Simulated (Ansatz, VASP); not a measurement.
**One calculation of RbCaBr3, two programs**

```
Rb Ca Br
1.0
     5.90879    0.00000    0.00000
     0.00000    5.90879    0.00000
     0.00000    0.00000    5.90879
Rb Ca Br
1 1 3
Direct
  0.50000 0.50000 0.50000
  0.00000 0.00000 0.00000
  0.50000 0.00000 0.00000
  0.00000 0.50000 0.00000
  0.00000 0.00000 0.50000
```

Change from the starting cell: strain +0.030 along x and y, +0.030 along z, atoms carried along.

Alike in both runs: task single point; functional LDA; k mesh 4 × 4 × 4; occupations gaussian, width 0.05 eV; no spin polarisation.

|  | VASP | Ansatz |
| --- | --- | --- |
| version | VASP 6.6.1 | Ansatz 0.2.0 |
| potentials or method | VASP PAW LDA potentials, release 64 (Rb_sv, Ca_sv, Br), cutoff 520 eV | scalar-relativistic, plane waves, PAW |
| valence electrons in the cell | 40 | 40 |

```csv
,VASP,Ansatz,Ansatz less VASP
gap on the k mesh at the Fermi level (eV),3.52,3.51,-0.012
least direct gap on the mesh (eV),3.81,3.80,-0.011
pressure (GPa),-3.4,-3.4,-0.04
```

LDA's correlation is that of Perdew and Zunger in VASP and of Perdew and Wang (1992) in Ansatz.
